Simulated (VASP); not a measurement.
# CuSi16 (a cell with a defect) in VASP: further runs, part 2 of 2

VASP 6.6.1. Earlier steps stand in the parts before.

**3. Single point, PBE**

The input, INCAR:

```
PREC     = Accurate       # precision mode
ENCUT    = 520            # plane-wave cutoff, eV
EDIFF    = 1E-6           # SCF threshold, eV
ISMEAR   = -1             # smearing method
SIGMA    = 0.02           # smearing width, eV
LREAL    = Auto         
LASPH    = T              # aspherical terms in the spheres
NELM     = 100            # most SCF steps
ALGO     = Normal         # electronic algorithm
ISIF     = 2              # what is computed and relaxed
LWAVE    = F              # write WAVECAR
LCHARG   = T              # write CHGCAR
GGA      = PE             # functional
LELF     = T              # ELF
LVHAR    = T            
NELECT   = 74.0         
NBANDS   = 52             # bands
```

The input, KPOINTS:

```
Automatic mesh
0
Gamma
  2 2 2
```

The input, POSCAR:

```
CuSi16
1.0
    0.0000000000      5.4300000000      5.4300000000
    5.4300000000      0.0000000000      5.4300000000
    5.4300000000      5.4300000000      0.0000000000
Si Cu
16 1
Direct
   -0.0093911602     -0.0061605893      0.0128465930
    0.1174940147      0.1213787293      0.1331181400
   -0.0028625230      0.0282043278      0.5010024862
    0.1284990792      0.1300359116      0.6381162063
   -0.0123239411      0.5093622468     -0.0006359116
    0.1189919890      0.6193201657      0.1306343462
   -0.0071195212      0.5111244936      0.5035515654
    0.1085772560      0.6568956722      0.6183093002
    0.4975183241     -0.0088461326      0.0045829650
    0.6178286372      0.1195525783      0.1285722836
    0.5039186004     -0.0066738490      0.5012812155
    0.6292317680      0.1192433702      0.6251674954
    0.4912915285      0.4931278085      0.0028593002
    0.6155753223      0.6167779006      0.1260633517
    0.4912964088      0.5086864641      0.4977582873
    0.6200817680      0.6189046041      0.6308213628
    0.2562290976      0.2851836096      0.7582020258
```

Potentials or basis: VASP PAW PBE potentials, release 64 (Si, Cu).

Run with:

```sh
cat potpaw_PBE.64/Si/POTCAR potpaw_PBE.64/Cu/POTCAR > POTCAR
mpirun -np 1 vasp_std > vasp.out
```

OUTCAR:

```text
PREC = Accurate
   ENCUT = 520
   EDIFF = 1E-6
   ISMEAR = -1
   LREAL = Auto
   LASPH = T
   NELM = 100
   ISIF = 2
   GGA = PE
   NELECT = 74.0

 ion  position               nearest neighbor table
   1  0.991  0.994  0.013-  10 2.34   6 2.35   2 2.35   4 2.36
   2  0.117  0.121  0.133-   3 2.32   1 2.35  17 2.38   9 2.38   5 2.43
   3  0.997  0.028  0.501-   2 2.32  12 2.32   4 2.33   8 2.33
   4  0.128  0.130  0.638-   3 2.33   1 2.36  11 2.36   7 2.39  17 2.53
   5  0.988  0.509  0.999-  14 2.34   6 2.34   8 2.39   2 2.43  17 2.54
   6  0.119  0.619  0.131-  13 2.33   5 2.34   7 2.34   1 2.35
   7  0.993  0.511  0.504-  16 2.34   6 2.34   8 2.36   4 2.39  17 2.82
   8  0.109  0.657  0.618-   3 2.33  17 2.35   7 2.36   5 2.39  15 2.40
   9  0.498  0.991  0.005-  10 2.34  14 2.35  12 2.38   2 2.38  17 2.68
  10  0.618  0.120  0.129-   9 2.34  11 2.34   1 2.34  13 2.34
  11  0.504  0.993  0.501-  10 2.34  16 2.35  12 2.35   4 2.36
  12  0.629  0.119  0.625-   3 2.32  11 2.35  17 2.37   9 2.38  15 2.44
  13  0.491  0.493  0.003-  14 2.33  16 2.33   6 2.33  10 2.34
  14  0.616  0.617  0.126-  13 2.33  15 2.33   5 2.34   9 2.35
  15  0.491  0.509  0.498-  14 2.33  16 2.33   8 2.40  12 2.44  17 2.50
[... 209 lines left out ...]
      2      -3.5331      2.00000
      3      -3.5161      2.00000
      4      -3.4845      2.00000
      5      -3.4701      2.00000
      6      -2.0348      2.00000
[... 405 lines left out ...]
     48      10.4918      0.00000
     49      10.5285      0.00000
 [bands above 49 left out]

------------------------ aborting loop because EDIFF is reached ----------------------------------------

  FORCE on cell =-STRESS in cart. coord.  units (eV):
  Direction    XX          YY          ZZ          XY          YZ          ZX
  --------------------------------------------------------------------------------------
  -------------------------------------------------------------------------------------
  Total       -1.5391097     -2.0111716     -1.3232547     -0.0884116     -0.0548738     -0.4971290
  in kB       -7.7010628    -10.0630637     -6.6210146     -0.4423748     -0.2745655     -2.4874261
  external PRESSURE =      -8.1283804 kB  Pullay stress =       0.0000000 kB

 VOLUME and BASIS-vectors are now :
 -----------------------------------------------------------------------------
  energy-cutoff  :      520.00
  volume of cell :      320.21
      direct lattice vectors                 reciprocal lattice vectors
     0.000000000  5.430000000  5.430000000    -0.092081031  0.092081031  0.092081031
     5.430000000  0.000000000  5.430000000     0.092081031 -0.092081031  0.092081031
     5.430000000  5.430000000  0.000000000     0.092081031  0.092081031 -0.092081031

 POSITION                                       TOTAL-FORCE (eV/Angst)
 -----------------------------------------------------------------------------------
      5.46631      5.44876     10.77555        -0.007764      0.002534      0.008897
      1.38192      1.36082      1.29708         0.002009      0.015066     -0.015867
      2.87359      8.13490      5.56761         0.005896      0.005363     -0.009158
      4.17107      4.16272      1.40385        -0.002316      0.003533     -0.001922
      8.19238     10.78963      8.12892        -0.017410      0.009689      0.010519
      4.07225      1.35547      4.00904         0.010907     -0.003005     -0.021884
[... 9 lines left out ...]
      6.78601      6.79240      6.72770        -0.017705      0.001841      0.018387
      5.66558      5.50836      2.93987         0.046347     -0.004690     -0.006963
 -----------------------------------------------------------------------------------
    total drift:                               -0.004978      0.001598     -0.009344

  FREE ENERGIE OF THE ION-ELECTRON SYSTEM (eV)
  ---------------------------------------------------
  free  energy   TOTEN  =       -94.2178193266 eV

  energy  without entropy=      -94.2174843277  energy(sigma->0) =      -94.21765183
```

OSZICAR:

```text
N       E                     dE             d eps       ncg     rms          rms(c)
DAV:   1     0.328795049873E+03    0.32880E+03   -0.27605E+04   832   0.124E+03
DAV:   2    -0.548589445039E+02   -0.38365E+03   -0.35856E+03   856   0.241E+02
[... 12 lines left out ...]
DAV:  15    -0.942178763456E+02    0.49824E-03   -0.26511E-03  1304   0.909E-01    0.845E-02
DAV:  16    -0.942178972205E+02   -0.20875E-04   -0.38847E-04  1008   0.773E-02    0.606E-02
DAV:  17    -0.942178443487E+02    0.52872E-04   -0.65513E-05  1472   0.179E-01    0.390E-02
DAV:  18    -0.942178155495E+02    0.28799E-04   -0.17096E-04  1288   0.365E-01    0.633E-03
DAV:  19    -0.942178195491E+02   -0.39997E-05   -0.46290E-05  1128   0.364E-02    0.814E-03
DAV:  20    -0.942178193266E+02    0.22257E-06   -0.13284E-06   656   0.111E-02
   1 F= -.94217819E+02 E0= -.94217652E+02  d E =-.334999E-03
```

Run time: 6.4 min. Hardware: 1 thread of Intel Xeon Platinum 8259CL at 2.50GHz (Skylake/Cascade Lake), shared host; peak memory 0.49 GiB.

Results:

| Item | Value |
| --- | --- |
| Free energy | -94.2178 eV |
| Largest force | 0.047 eV/Å |

Forces in eV/Å, atoms in the order of the input:
```
Si  -0.008  0.003  0.009
Si   0.002  0.015 -0.016
Si   0.006  0.005 -0.009
Si  -0.002  0.004 -0.002
Si  -0.017  0.010  0.011
Si   0.011 -0.003 -0.022
Si   0.000  0.006  0.015
Si  -0.016 -0.010  0.007
Si   0.004 -0.035 -0.004
Si  -0.002  0.021  0.004
Si   0.013  0.001  0.000
Si  -0.012 -0.001  0.014
Si  -0.003 -0.026 -0.008
Si  -0.008  0.019  0.007
Si   0.003 -0.005 -0.016
Si  -0.018  0.002  0.018
Cu   0.046 -0.005 -0.007
```

Caveat: the k points lie up to 0.50 Å⁻¹ apart; the cell carries a net charge on a neutralising background, which shifts energy and pressure; the cell is charged against a uniform background, so pressure and absolute levels hang on convention.
